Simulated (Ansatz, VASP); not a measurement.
## SnPb2O3 in VASP and in Ansatz

The input INCAR:

```
  PREC = Accurate
  ENCUT = 520
  EDIFF = 1E-7
  ISMEAR = 0
  SIGMA = 0.1
  LREAL = False
  LASPH = True
  NELM = 80
  ALGO = Normal
  ISIF = 2
  LWAVE = False
  LCHARG = False
  GGA = PE
  NBANDS = 72
```

KPOINTS

```
Automatic mesh
0
Gamma
  4 4 1
```

Contents of POSCAR:

```
SnPb2O3
1.0
    3.9871020000      0.0000000000      0.0000000000
    0.0000000000      3.9871020000      0.0000000000
    0.0000000000      0.0000000000     16.4079978000
Sn Pb O
2 4 6
Direct
    0.0000000000      0.5000000000      0.7413130000
    0.5000000000      0.0000000000      0.2586870000
    0.0000000000      0.5000000000      0.0740920000
    0.0000000000      0.5000000000      0.4012470000
    0.5000000000      0.0000000000      0.9259080000
    0.5000000000      0.0000000000      0.5987530000
    0.0000000000      0.0000000000      0.6733270000
    0.0000000000      0.0000000000      0.0000000000
    0.0000000000      0.0000000000      0.3266730000
    0.5000000000      0.5000000000      0.6733270000
    0.5000000000      0.5000000000      0.0000000000
    0.5000000000      0.5000000000      0.3266730000
```

Input for Ansatz:

```yaml
crystal:
  lattice:
    - [3.987102, 0.0, 0.0]
    - [0.0, 3.987102, 0.0]
    - [0.0, 0.0, 16.4079978]
  atoms:
    - { symbol: Sn, position: [0.0, 0.5, 0.741313] }
    - { symbol: Sn, position: [0.5, 0.0, 0.258687] }
    - { symbol: Pb, position: [0.0, 0.5, 0.074092] }
    - { symbol: Pb, position: [0.0, 0.5, 0.401247] }
    - { symbol: Pb, position: [0.5, 0.0, 0.925908] }
    - { symbol: Pb, position: [0.5, 0.0, 0.598753] }
    - { symbol: O, position: [0.0, 0.0, 0.673327] }
    - { symbol: O, position: [0.0, 0.0, 0.0] }
    - { symbol: O, position: [0.0, 0.0, 0.326673] }
    - { symbol: O, position: [0.5, 0.5, 0.673327] }
    - { symbol: O, position: [0.5, 0.5, 0.0] }
    - { symbol: O, position: [0.5, 0.5, 0.326673] }
basis:
  ecutwfc: 420
kpoints:
  mp_grid: { grid: [4, 4, 1] }
hamiltonian:
  xc: pbe
scf:
  occupations: { method: gaussian, width: 0.1 }
  lower_state_search: "off"
output:
  forces: true
  stress: true
  eigenvalues: true
```

Alike in both runs: task single point; functional PBE; k mesh 4 × 4 × 1; occupations gaussian, width 0.1 eV; no spin polarisation.

|  | VASP | Ansatz |
| --- | --- | --- |
| version | VASP 6.6.1 | Ansatz 0.2.0 |
| potentials or method | VASP PAW PBE potentials, release 64 (Sn_d, Pb_d, O), cutoff 520 eV | scalar-relativistic, plane waves, PAW |
| valence electrons in the cell | 120 | 120 |

```csv
,VASP,Ansatz,Ansatz less VASP
gap on the k mesh at the Fermi level (eV),1.12,1.15,+0.024
least direct gap on the mesh (eV),1.12,1.15,+0.024
pressure (GPa),0.1,0.0,-0.09
rms of the force components (eV/Å),0.018,0.003,-0.0156
```

Atom by atom the forces differ by 0.021 eV/Å (rms over components). The functional is the same, so the differences come from potentials, cutoffs and numerics.

Spin-orbit coupling is off throughout.
